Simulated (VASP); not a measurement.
Set up this calculation in VASP 6.6.1, as the native input.

* Task: relaxation of cell and atoms
* Functional: PBE
* Potentials or basis: VASP PAW PBE potentials, release 64 (Sn_d, Ge_d)
* Cutoff: 600 eV
* k mesh: 6 × 6 × 4
* Occupations: gaussian, width 0.1 eV
* Spin: no spin polarisation
* Dipole correction: no
* Further INCAR settings: ALGO = Normal; EDIFF = 1e-07; IBRION = 2; EDIFFG = -0.04; NSW = 90; ISIF = 3

The structure of SnGe2 lies in POSCAR:

```
SnGe2
1.0
    3.9463223700      0.0000000000      0.0000000000
   -1.9731611800      3.4176154200      0.0000000000
    0.0000000000      0.0000000000      4.4098586100
Sn Ge
1 2
Direct
    0.0000000000      0.0000000000      0.0000000000
    0.3333333300      0.6666666700      0.5000000000
    0.6666666700      0.3333333300      0.5000000000
```

The cell was generated, and may not be a known phase.

These files were run (other wordings do the same):

INCAR

```
PREC = Accurate
ENCUT = 600
EDIFF = 1E-7
ISMEAR = 0
SIGMA = 0.1
LREAL = F
LASPH = T
NELM = 60
ALGO = Normal
ISIF = 3
LWAVE = F
LCHARG = F
GGA = PE
IBRION = 2
NSW = 90
EDIFFG = -0.04
```

KPOINTS

```
regular mesh
0
Gamma
  6 6 4
```

Potentials or basis: VASP PAW PBE potentials, release 64 (Sn_d, Ge_d).

Run with:

```sh
$ cat potpaw_PBE.64/Sn_d/POTCAR potpaw_PBE.64/Ge_d/POTCAR > POTCAR
$ mpirun -np 1 vasp_std > vasp.out
```

It gave:

```yaml
Relaxed_volume: 23.24 Å³/atom
Relaxed_cell: a = 4.587 Å, b = 4.587 Å, c = 3.827 Å, α = 90.00°, β = 90.00°, γ = 120.00°
Space_group_after_relaxing_to_0.1_Å: P6/mmm (No. 191)
Energy_gained_by_relaxing: 383.9 meV/atom
Ionic_steps: 16
Pressure_after_relaxing: 0.0 GPa
Band_gap_on_the_k_mesh: zero (bands 21 and 22 overlap by 2.32 eV)
```

Caveat: the volume moved by over 15 % at a fixed basis, so the end points are rough; spin-orbit coupling is left out, which moves the levels of the heavy elements.

Run time: 5.4 min on 1 thread of Intel(R) Xeon(R) Platinum 8259CL CPU @ 2.50GHz (Skylake/Cascade Lake) (shared host), peak memory 0.22 GiB.
